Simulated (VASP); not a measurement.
# Cs2SbN2 (I4/mmm) in VASP: single point with r2SCAN

Aim: the single point of Cs2SbN2 with r2SCAN.

Everything below comes from runs of VASP 6.6.1. Logs are shortened: lines on timing, memory, paths and dates and some standing lists are left out, and cuts for length are marked.

### Step 1. The cell of the first run

Symmetry: I4/mmm, No. 139, tetragonal system. The conventional cell has a = 4.336 Å, b = 4.336 Å, c = 13.740 Å, α = 90.00°, β = 90.00°, γ = 90.00°. Within 3.3 Å of N (site symmetry -4m2) lie 4 Cs at 2.52 Å and 4 N at 3.07 Å. Sb (site symmetry 4/mmm) has 10 Cs at 3.74 to 4.73 Å and 8 N at 4.06 Å and 4 Sb at 4.34 Å within 4.9 Å. Within 3.3 Å of Cs (site symmetry 4mm) lie 4 N at 2.52 Å.

### Step 2. Single point, r2SCAN

Contents of POSCAR:

```
Cs2SbN2
1.0
    0.0000000000      4.3363830000      0.0000000000
    4.3363830000      0.0000000000      0.0000000000
    2.1681920000      2.1681920000     -6.8698660000
N Sb Cs
2 1 2
Direct
    0.2500000000      0.7500000000      0.5000000000
    0.7500000000      0.2500000000      0.5000000000
    0.0000000000      0.0000000000      0.0000000000
    0.3440000000      0.3440000000      0.3120000000
    0.6560000000      0.6560000000      0.6880000000
```

Contents of INCAR.step1:

```
SYSTEM = Cs2SbN2
ALGO = Normal ; EDIFF = 1E-4
ENCUT = 520 ; GGA = PE
ISMEAR = 0 ; LASPH = .TRUE.
LCHARG = .FALSE. ; LREAL = .FALSE.
LWAVE = .TRUE. ; NBANDS = 24
NELM = 60 ; PREC = Accurate
SIGMA = 0.0353
```

Contents of INCAR.step2:

```
SYSTEM = Cs2SbN2
ALGO = Normal ; EDIFF = 1E-7
ENCUT = 520 ; ISIF = 2
ISMEAR = 0 ; ISTART = 1
LASPH = .TRUE. ; LCHARG = .FALSE.
LMIXTAU = .TRUE. ; LREAL = .FALSE.
LWAVE = .FALSE. ; METAGGA = R2SCAN
NBANDS = 24 ; NELM = 60
PREC = Accurate ; SIGMA = 0.0353
```

Contents of KPOINTS:

```
k-points
0
G
  8 8 8
  0 0 0
```

Potentials or basis: VASP PAW PBE potentials, release 64 (N, Sb, Cs_sv).

Launch:

```bash
cat potpaw_PBE.64/N/POTCAR potpaw_PBE.64/Sb/POTCAR potpaw_PBE.64/Cs_sv/POTCAR > POTCAR
cp INCAR.step1 INCAR
mpirun -np 1 vasp_std > vasp.out
cp INCAR.step2 INCAR
mpirun -np 1 vasp_std > vasp.out
```

OUTCAR:

```text
SYSTEM = Cs2SbN2
   EDIFF = 1E-7
   ENCUT = 520
   ISIF = 2
   ISMEAR = 0
   ISTART = 1
   LASPH = .TRUE.
   LREAL = .FALSE.
   METAGGA = R2SCAN
   NELM = 60
   PREC = Accurate

 ion  position               nearest neighbor table
   1  0.250  0.750  0.500-
   2  0.750  0.250  0.500-
   3  0.000  0.000  0.000-
   4  0.344  0.344  0.312-
   5  0.656  0.656  0.688-

  LATTYP: Found a body centered tetragonal cell.
 ALAT       =     4.3363830000
 C/A-ratio  =     3.1684775076

  Lattice vectors:

 A1 = (  -2.1681920000,   2.1681910000,   6.8698660000)
 A2 = (   2.1681910000,  -2.1681920000,   6.8698660000)
 A3 = (   2.1681920000,   2.1681920000,  -6.8698660000)

Analysis of symmetry for initial positions (statically):
=====================================================================
 Subroutine PRICEL returns:
 Original cell was already a primitive cell.

 Routine SETGRP: Setting up the symmetry group for a
 body centered tetragonal supercell.

 Subroutine GETGRP returns: Found 16 space group operations
 (whereof 16 operations were pure point group operations)
 out of a pool of 16 trial point group operations.

The static configuration has the point symmetry D_4h.

Analysis of symmetry for dynamics (positions and initial velocities):
=====================================================================
 Subroutine PRICEL returns:
 Original cell was already a primitive cell.

 Routine SETGRP: Setting up the symmetry group for a
 body centered tetragonal supercell.

 Subroutine GETGRP returns: Found 16 space group operations
 (whereof 16 operations were pure point group operations)
 out of a pool of 16 trial point group operations.

The dynamic configuration has the point symmetry D_4h.

 Subroutine INISYM returns: Found 16 space group operations
 (whereof 16 operations are pure point group operations),
 and found     1 'primitive' translations

----------------------------------------------------------------------------------------

                                     Primitive cell

  volume of cell :     129.1825

  direct lattice vectors                    reciprocal lattice vectors
     0.000000000  4.336383000  0.000000000     0.000000000  0.230606937  0.072781640
     4.336383000  0.000000000  0.000000000     0.230606937  0.000000000  0.072781640
     2.168192000  2.168192000 -6.869866000     0.000000000  0.000000000 -0.145563247

  length of vectors
[... 84 lines left out ...]
   LSORBIT =      F    spin-orbit coupling
   LASPH  =      T    aspherical Exc in radial PAW
   ENCUT  =  520.0 eV  38.22 Ry    6.18 a.u.   8.06  8.06 13.99*2*pi/ulx,y,z
   NELM   =     60;   NELMIN=  2; NELMDL=  0     # of ELM steps
   EDIFF  = 0.1E-06   stopping-criterion for ELM
   LREAL  =      F    real-space projection
   EDIFFG = 0.1E-05   stopping-criterion for IOM
   NSW    =      0    number of steps for IOM
   IBRION =     -1    ionic relax: 0-MD 1-quasi-New 2-CG
   NFREE  =      0    steps in history (QN), initial steepest desc. (CG)
   ISIF   =      2    stress and relaxation
   ISYM   =      2    0-nonsym 1-usesym 2-fastsym
   POTIM  = 0.5000    time-step for ionic-motion
   TEBEG  =    0.0;   TEEND  =   0.0 temperature during run
   PSTRESS=    0.0 pullay stress
   NELECT =      33.0000    total number of electrons
   NUPDOWN=      -1.0000    fix difference up-down
   EMIN   =  10.00;   EMAX   =-10.00  energy-range for DOS
   EFERMI =   0.00;   METHOD = LEGACY
   ISMEAR =     0;   SIGMA  =   0.04  broadening in eV -4-tet -1-fermi 0-gaus
   EFERMI_NEDOS =   21; number of points for ismear=-14 and -15
   IALGO  =     38    algorithm
   IMIX   =      4    mixing-type and parameters
     AMIX     =   0.40;   BMIX     =  1.00
     AMIX_MAG =   1.60;   BMIX_MAG =  1.00
  volume/ion in A,a.u.               =      25.84       174.35
  Fermi-wavevector in a.u.,A,eV,Ry     =   1.038751  1.962956 14.680748  1.079005
  Thomas-Fermi vector in A             =   2.173250
   LORBIT       =      0    0 simple, 1 ext, 2 COOP (PROOUT), +10 PAW based schemes
   METAGGA = R2SCAN    functional components
   LHFCALC =     F    Hartree Fock is set to
   AEXX    =    0.0000 exact exchange contribution
   IVDW    =     0    specifies the selected vdW correction
   LEPSILON=     F    determine dielectric tensor
   LRPA    =     F    only Hartree local field effects (RPA)
 non-spin polarized calculation
 Gauss-broadening in eV      SIGMA  =   0.04
  energy-cutoff  :      520.00
  volume of cell :      129.18
 maximum number of plane-waves:      3528
   NGX = 17   NGY = 17   NGZ = 27

 number of electron      32.9999998 magnetization

 Free energy of the ion-electron system (eV)
  ---------------------------------------------------
  ext. energy  EPLUGINS =         0.00000000
  ---------------------------------------------------
  free energy    TOTEN  =       -82.43913712 eV

  energy without entropy =      -82.43406586  energy(sigma->0) =      -82.43660149

 E-fermi :   2.3789     XC(G=0):  -9.7541

 val. band max:        2.3773521094   @ k =   0.5000   0.0000   0.1250
 cond. band min:       2.3808817892   @ k =  -0.2500  -0.3750   0.1250
 fundamental gap:      0.0035296798
 Fermi energy:         2.3789442258

 k-point     1 :       0.0000    0.0000    0.0000
  band No.  band energies     occupation
      1     -18.8615      2.00000
      2     -18.2861      2.00000
      3     -10.9487      2.00000
      4     -10.5162      2.00000
      5      -6.7821      2.00000
      6      -5.7292      2.00000
[... 637 lines left out ...]
     23       9.3518      0.00000
     24       9.8039      0.00000

 [... further k-points ...]
[... 5 lines left out ...]
  --------------------------------------------------------------------------------------
  -------------------------------------------------------------------------------------
  Total        5.0516454      5.0516454      3.8619937      0.0000000     -0.0000003     -0.0000003
  in kB       62.6527171     62.6527171     47.8981363      0.0000000     -0.0000035     -0.0000035
  external PRESSURE =      57.7345235 kB  Pullay stress =       0.0000000 kB

 VOLUME and BASIS-vectors are now :
 -----------------------------------------------------------------------------
  energy-cutoff  :      520.00
  volume of cell :      129.18
      direct lattice vectors                 reciprocal lattice vectors
     0.000000000  4.336383000  0.000000000     0.000000000  0.230606937  0.072781640
     4.336383000  0.000000000  0.000000000     0.230606937  0.000000000  0.072781640
     2.168192000  2.168192000 -6.869866000     0.000000000  0.000000000 -0.145563247

 POSITION                                       TOTAL-FORCE (eV/Angst)
 -----------------------------------------------------------------------------------
      4.33638      2.16819     -3.43493        -0.000000     -0.000000     -0.000000
      2.16819      4.33638     -3.43493         0.000000     -0.000000      0.000000
      0.00000      0.00000      0.00000        -0.000000      0.000000      0.000000
      2.16819      2.16819     -2.14340        -0.000000     -0.000000      2.017173
      4.33638      4.33638     -4.72647         0.000000      0.000000     -2.017173
 -----------------------------------------------------------------------------------
    total drift:                               -0.000000     -0.000000      0.000000

  FREE ENERGIE OF THE ION-ELECTRON SYSTEM (eV)
  ---------------------------------------------------
  free  energy   TOTEN  =       -82.4391371194 eV

  energy  without entropy=      -82.4340658633  energy(sigma->0) =      -82.43660149
```

OUTCAR.step1:

```text
SYSTEM = Cs2SbN2
   EDIFF = 1E-4
   ENCUT = 520
   GGA = PE
   ISMEAR = 0
   LASPH = .TRUE.
   LREAL = .FALSE.
   NELM = 60
[... 879 lines left out ...]
      0.00000      0.00000      0.00000         0.000000     -0.000000      0.000000
      2.16819      2.16819     -2.14340        -0.000000     -0.000000      1.946290
      4.33638      4.33638     -4.72647         0.000000      0.000000     -1.946290
 -----------------------------------------------------------------------------------
    total drift:                               -0.000000     -0.000000      0.000000

  FREE ENERGIE OF THE ION-ELECTRON SYSTEM (eV)
  ---------------------------------------------------
  free  energy   TOTEN  =       -11.4178508215 eV

  energy  without entropy=      -11.4128080352  energy(sigma->0) =      -11.41532943
```

Run time: 17 min. Hardware: 1 thread of AMD EPYC 7R43 (Zen 3), shared host; peak memory 0.33 GiB.

What came out:

- Free energy: -82.4391 eV
- Pressure: 5.8 GPa
- Largest force: 2.017 eV/Å

Forces on the atoms (eV/Å):
```
N    0.000  0.000  0.000
N    0.000  0.000  0.000
Sb   0.000  0.000  0.000
Cs   0.000  0.000  2.017
Cs   0.000  0.000 -2.017
```

Levels at points of the mesh, in eV from the Fermi level:
| k point | band 13 | band 14 | band 15 | band 16 | band 17 | band 18 | band 19 | band 20 | band 21 | band 22 |
| --- | --- | --- | --- | --- | --- | --- | --- | --- | --- | --- |
| (0.00, 0.00, 0.00) | -1.46 | -0.29 | -0.29 | -0.26 | -0.26 | 0.65 | 1.25 | 1.25 | 5.43 | 5.58 |
| (0.50, 0.00, 0.00) | -0.48 | -0.44 | -0.40 | -0.39 | 0.05 | 0.11 | 0.48 | 0.83 | 5.98 | 6.83 |
| (0.50, 0.50, 0.00) | -1.09 | -0.91 | -0.58 | -0.15 | -0.15 | 0.52 | 0.67 | 0.79 | 5.66 | 6.60 |
| (0.00, 0.00, 0.50) | -1.43 | -0.69 | -0.69 | -0.48 | 0.19 | 0.19 | 1.10 | 1.10 | 4.92 | 5.03 |

Caveat: the PAW data sets were made with another functional, which shifts forces and pressure a little; spin-orbit coupling is left out, which moves the levels of the heavy elements.
